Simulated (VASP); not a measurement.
# NaH: single point with PBE

NaH:

```
CELL_PARAMETERS angstrom
2.84852 0.00000 0.00000
0.00000 2.84852 0.00000
0.00000 0.00000 2.93239
ATOMIC_POSITIONS crystal
Na 0.00000 0.00000 0.00000
H 0.50000 0.50000 0.50000
```

This cell differs from its parent crystal: biaxial xy strain -2.9%.

```
Program                : VASP 6.6.1
Task                   : single point
Functional             : PBE
Potentials or basis    : VASP PAW PBE potentials, release 64 (Na_pv, H)
Cutoff                 : 500 eV
k mesh                 : 8 × 8 × 8
Occupations            : fermi-dirac, width 0.02 eV
Spin                   : no spin polarisation
Dipole correction      : no
Further INCAR settings : ALGO = Normal; EDIFF = 1e-06; NBANDS = 11
```

| Item | Value |
| --- | --- |
| Pressure | 2.4 GPa |
| Band gap on the k mesh | 0.84 eV (least direct gap 4.61 eV) |

Stress tensor (GPa, compression positive):
```
3.67 0.00 0.00
0.00 3.67 0.00
0.00 0.00 0.00
```

Levels at points of the mesh, in eV from the valence-band top:
```tsv
k point	band 2	band 3	band 4	band 5	band 6	band 7
(0.00, 0.00, 0.00)	-24.60	-24.60	-6.32	9.25	11.10	11.55
(0.50, 0.00, 0.00)	-24.58	-24.58	-3.58	1.12	11.46	14.47
(0.50, 0.50, 0.00)	-24.80	-24.56	-1.78	4.58	4.58	7.39
(0.00, 0.00, 0.50)	-24.58	-24.58	-3.77	0.84	11.74	14.74
(0.50, 0.00, 0.50)	-24.76	-24.56	-1.95	4.30	4.35	7.13
(0.50, 0.50, 0.50)	-24.77	-24.72	0.00	6.92	7.05	7.05
```

It took 13 s on 1 thread of Intel(R) Xeon(R) Platinum 8259CL CPU @ 2.50GHz (Skylake/Cascade Lake), with other jobs on the host, peak memory 0.14 GiB.

Caveat: the cell differs from its parent crystal (biaxial xy strain -2.9%); the structure was generated, so it needn't be the stable form of NaH. A k mesh can miss the band edges.
